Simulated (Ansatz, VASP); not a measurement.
Two plane-wave programs on Al

```
CELL_PARAMETERS angstrom
0.00000 1.96326 2.08470
1.96326 0.00000 2.08470
1.96326 1.96326 0.00000
ATOMIC_POSITIONS crystal
Al 0.00000 0.00000 0.00000
```

Change from the starting cell: strain -0.030 along x and y, +0.030 along z, atoms carried along.

Alike in both runs: task single point; functional PBEsol; k mesh 20 × 20 × 20; occupations gaussian, width 0.15 eV; no spin polarisation.

|  | VASP | Ansatz |
| --- | --- | --- |
| version | VASP 6.6.1 | Ansatz 0.2.0 |
| potentials or method | VASP PAW PBE potentials, release 64 (Al), cutoff 520 eV | scalar-relativistic, plane waves, PAW |
| valence electrons in the cell | 3 | 3 |

Ansatz gave:

* gap on the k mesh at the Fermi level (eV): none
* pressure (GPa): 0.8
* traceless stress, the component that is largest in VASP (GPa): -2.55

Question: Estimate VASP's values.

Answer: gap on the k mesh at the Fermi level (eV): none; pressure (GPa): 0.9; traceless stress, the component that is largest in VASP (GPa): -2.57.

VASP's potentials were made for PBE, not for PBEsol. A gap of «none» marks a metal or a gap that the smearing closes.
